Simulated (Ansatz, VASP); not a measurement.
## Two plane-wave programs on Fe2Pt

Contents of INCAR:

```
SYSTEM = Fe2Pt
ALGO = Normal
EDIFF = 1E-7
ENCUT = 520
GGA = PS
ISIF = 2
ISMEAR = -1
ISPIN = 2
IVDW = 13
LASPH = .TRUE.
LCHARG = .FALSE.
LMAXMIX = 4
LORBIT = 11
LREAL = .FALSE.
LWAVE = .FALSE.
MAGMOM = 2.8 -2.8 0
NBANDS = 24
NELM = 150
PREC = Accurate
SIGMA = 0.1
```

Contents of KPOINTS:

```
k-points
0
G
  14 14 6
  0 0 0
```

Contents of POSCAR:

```
Fe2Pt
1.0
    2.6175999200      0.0000000000      0.0000000000
   -1.3087999600      2.2669080200      0.0000000000
    0.0000000000      0.0000000000      6.2768510000
Fe Pt
2 1
Direct
    0.3333333333      0.6666666667      0.6445400000
    0.6666666667      0.3333333333      0.3554600000
    0.0000000000      0.0000000000      0.0000000000
```

Input for Ansatz:

```yaml
crystal:
  lattice:
    - [2.61759992, 0.0, 0.0]
    - [-1.30879996, 2.26690802, 0.0]
    - [0.0, 0.0, 6.276851]
  atoms:
    - { symbol: Fe, position: [0.3333333333333333, 0.6666666666666666, 0.64454], spin: 2.8 }
    - { symbol: Fe, position: [0.6666666666666666, 0.3333333333333333, 0.35546], spin: -2.8 }
    - { symbol: Pt, position: [0.0, 0.0, 0.0] }
kpoints:
  mp_grid:
    grid: [14, 14, 6]
hamiltonian:
  xc: pbesol
  dispersion: d4
magnetization:
  spin_polarized: true
scf:
  occupations:
    method: fermi_dirac
    width: 0.1
output:
  eigenvalues: true
```

Alike in both runs: task single point; functional PBEsol; dispersion D4; k mesh 14 × 14 × 6; occupations fermi-dirac, width 0.1 eV; collinear spin.

```csv
,VASP,Ansatz
version,VASP 6.6.1,Ansatz 0.2.0
potentials or method,"VASP PAW PBE potentials, release 64 (Fe, Pt)","plane waves, PAW"
plane-wave cutoff (eV),520,420
valence electrons in the cell,26,50
```

VASP gave:

| Property | Result |
| --- | --- |
| gap on the k mesh at the Fermi level (eV) | none |
| net moment per atom (μB) | 0.00 |
| size of the moment on the site where the two differ most (μB) | 1.91 |

Q: Estimate Ansatz's values.

A: gap on the k mesh at the Fermi level (eV): none; net moment per atom (μB): 0.00; size of the moment on the site where the two differ most (μB): 1.85.

VASP's potentials were made for PBE, not for PBEsol. Site moments also hang on the region over which each program counts them. A gap of «none» marks a metal or a gap that the smearing closes. VASP's potentials hold 26 valence electrons a cell and Ansatz's 50, so a difference there can come from the potentials and not from the codes.

Spin-orbit coupling is off throughout.
